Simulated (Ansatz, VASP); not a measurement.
**Two plane-wave programs on Ag**

POSCAR

```
Ag
1.0
    3.0471980036      0.0000000000      0.0000000000
   -1.5235990018      2.6389508815      0.0000000000
    0.0000000000      0.0000000000      4.5984000000
Ag
2
Direct
    0.3333333333      0.6666666667      0.2500000000
    0.6666666667      0.3333333333      0.7500000000
```

INCAR.step1

```
SYSTEM = Ag
  ALGO = Normal
  EDIFF = 1E-4
  ENCUT = 520
  GGA = PE
  ISMEAR = 0
  LASPH = .True.
  LCHARG = .False.
  LREAL = .False.
  LWAVE = .True.
  NBANDS = 18
  NELM = 60
  PREC = Accurate
  SIGMA = 0.15
```

The input INCAR.step2:

```
SYSTEM = Ag
  ALGO = Normal
  EDIFF = 1E-7
  ENCUT = 520
  ISIF = 2
  ISMEAR = 0
  ISTART = 1
  LASPH = .True.
  LCHARG = .True.
  LELF = .True.
  LMIXTAU = .True.
  LREAL = .False.
  LVHAR = .True.
  LWAVE = .False.
  METAGGA = R2SCAN
  NBANDS = 18
  NELM = 60
  PREC = Accurate
  SIGMA = 0.15
```

The input KPOINTS:

```
k-points
0
Gamma
  18 18 10
  0 0 0
```

Input for Ansatz:

```yaml
crystal:
  lattice:
    - [3.0471980036, 0.0, 0.0]
    - [-1.5235990018, 2.6389508815, 0.0]
    - [0.0, 0.0, 4.5984]
  atoms:
    - { symbol: Ag, position: [0.3333333333, 0.6666666667, 0.25] }
    - { symbol: Ag, position: [0.6666666667, 0.3333333333, 0.75] }
basis:
  ecutwfc: 500
kpoints:
  mp_grid: { grid: [18, 18, 10] }
hamiltonian:
  xc: r2scan
scf:
  occupations: { method: gaussian, width: 0.15 }
output:
  forces: true
  stress: true
  eigenvalues: true
```

Change from the starting cell: strain +0.040 along x and y, -0.040 along z, atoms carried along.

Alike in both runs: task single point; functional r2SCAN; k mesh 18 × 18 × 10; occupations gaussian, width 0.15 eV; no spin polarisation.

```csv
,VASP,Ansatz
version,VASP 6.6.1,Ansatz 0.2.0
potentials or method,"VASP PAW PBE potentials, release 64 (Ag), cutoff 520 eV","scalar-relativistic, plane waves, PAW"
valence electrons in the cell,22,38
```

Ansatz gave:

| Item | Value |
| --- | --- |
| gap on the k mesh at the Fermi level (eV) | none |
| pressure (GPa) | -4.9 |
| traceless stress, the component that is largest in VASP (GPa) | 3.67 |

Problem. Which values does VASP return?

Solution. gap on the k mesh at the Fermi level (eV): none; pressure (GPa): -4.8; traceless stress, the component that is largest in VASP (GPa): 3.72.

VASP's potentials were made for PBE, not for r2SCAN. A gap of «none» marks a metal or a gap that the smearing closes. With one functional, cell and mesh, what is left measures potentials, basis and numerics. VASP's potentials hold 22 valence electrons a cell and Ansatz's 38, so a difference there can come from the potentials and not from the codes.
